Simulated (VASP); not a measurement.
CaO: single point with PBE

CaO:

```
Ca O
1.0
     0.00000    2.40356    2.40356
     2.40356    0.00000    2.40356
     2.40356    2.40356    0.00000
Ca O
1 1
Direct
  0.00000 0.00000 0.00000
  0.50000 0.50000 0.50000
```

| Item | Value |
| --- | --- |
| Program | VASP 6.6.1 |
| Task | single point |
| Functional | PBE |
| Potentials or basis | VASP PAW PBE potentials, release 64 (Ca_sv, O) |
| Cutoff | 520 eV |
| k mesh | 10 × 10 × 10 |
| Occupations | gaussian, width 0.018 eV |
| Spin | no spin polarisation |

The pressure is 2.2 GPa and the band gap on the k mesh is 3.64 eV, indirect (least direct gap 4.01 eV).

Levels at points of the mesh, in eV from the valence-band top:
| k point | band 4 | band 5 | band 6 | band 7 | band 8 | band 9 | band 10 | band 11 | band 12 | band 13 |
| --- | --- | --- | --- | --- | --- | --- | --- | --- | --- | --- |
| (0.00, 0.00, 0.00) | -18.40 | -15.53 | 0.00 | 0.00 | 0.00 | 4.71 | 6.22 | 6.22 | 6.22 | 7.73 |
| (0.50, 0.00, 0.00) | -18.46 | -14.34 | -2.64 | -1.20 | -1.20 | 7.05 | 8.35 | 8.35 | 8.50 | 10.42 |
| (0.50, 0.50, 0.00) | -18.63 | -15.29 | -1.30 | -0.37 | -0.37 | 3.64 | 8.04 | 8.89 | 9.53 | 9.53 |

Wall time 47 s on 1 thread of AMD EPYC 7R13 (shared host), peak memory 0.17 GiB.

A k mesh can miss the band edges. As with any semilocal functional, this PBE gap is likely too small.
